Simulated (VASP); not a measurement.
Here is a VASP 6.6.1 calculation.

File INCAR:

```
SYSTEM = AlN
ALGO = Normal
EDIFF = 1E-7
ENCUT = 520
GGA = PE
ISIF = 2
ISMEAR = 0
LASPH = .TRUE.
LCHARG = .FALSE.
LREAL = .FALSE.
LWAVE = .FALSE.
NBANDS = 11
NELM = 100
PREC = Accurate
SIGMA = 0.05
```

KPOINTS

```
k-points
0
G
  14 14 14
  0 0 0
```

File POSCAR:

```
AlN
1.0
    0.0000000000      2.0620542613      2.0620542613
    2.0620542613      0.0000000000      2.0620542613
    2.0620542613      2.0620542613      0.0000000000
Al N
1 1
Direct
    0.0000000000      0.0000000000      0.0000000000
    0.5000000000      0.5000000000      0.5000000000
```

Potentials or basis: VASP PAW PBE potentials, release 64 (Al, N).

Command:

```sh
$ cat potpaw_PBE.64/Al/POTCAR potpaw_PBE.64/N/POTCAR > POTCAR
$ mpirun -np 1 vasp_std > vasp.out
```

Task: Predict the band gap on the k mesh.

Result: 4.05 eV, indirect (least direct gap 4.85 eV).

Task: What does it give for the pressure?

Result: -9.4 GPa.

 A k mesh can miss the band edges.
